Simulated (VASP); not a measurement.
Nd3H: single point with PBE

The system is Nd3H.

```
Nd H
1.0
     3.06718    0.00000    0.00000
    -1.53359    2.65626    0.00000
     0.00000    0.00000    9.74941
Nd H
3 1
Direct
  0.66667 0.33333 0.50000
  0.33333 0.66667 0.24917
  0.33333 0.66667 0.75083
  0.66667 0.33333 0.00000
```

The cell was generated, and may not be a known phase.

| Property | Result |
| --- | --- |
| Program | VASP 6.6.1 |
| Task | single point |
| Functional | PBE |
| Potentials or basis | VASP PAW PBE potentials, release 64 (Nd, H) |
| Cutoff | 520 eV |
| k mesh | 6 × 6 × 2 |
| Occupations | gaussian, width 0.1 eV |
| Spin | no spin polarisation |
| Dipole correction | no |
| Further INCAR settings | ALGO = Normal; EDIFF = 1e-06; NBANDS = 30 |

```json
{"Pressure": "-1.9 GPa", "Largest force": "1.552 eV/Å", "Band gap on the k mesh": "zero (an odd number of electrons rules out a gap without spin polarisation)"}
```

Forces on the atoms (eV/Å):
```
Nd   0.000  0.000  0.000
Nd   0.000  0.000 -1.552
Nd   0.000  0.000  1.552
H    0.000  0.000  0.000
```

Stress tensor (GPa, compression positive):
```
 0.07  0.00  0.00
 0.00  0.07  0.00
 0.00  0.00 -5.70
```

Levels at points of the mesh, in eV from the Fermi level:
```csv
k point,band 20,band 21,band 22,band 23,band 24,band 25
"(0.00, 0.00, 0.00)",-0.22,-0.01,-0.01,0.01,0.02,0.02
"(0.50, 0.00, 0.00)",-0.05,-0.02,0.04,0.05,0.09,0.21
"(0.00, 0.00, 0.50)",-0.16,-0.01,-0.01,0.01,0.02,0.02
"(0.50, 0.00, 0.50)",-0.04,0.01,0.04,0.04,0.09,0.18
```

Run time: 3.2 min on 1 thread of Oxide Virtual Turin-like Processor (shared host), peak memory 0.18 GiB.

Caveat: the k points lie up to 0.39 Å⁻¹ apart, too coarse for converged energies and pressures of a metal; spin-orbit coupling is left out, which moves the levels of the heavy elements; semilocal functionals describe open f shells poorly, which spoils levels, moments and volumes; forces of over 1 eV/Å act on the atoms, so gaps and moduli don't describe the material at rest. Spin polarisation is off, so any magnetic state and its effect on volume and gap are missing.
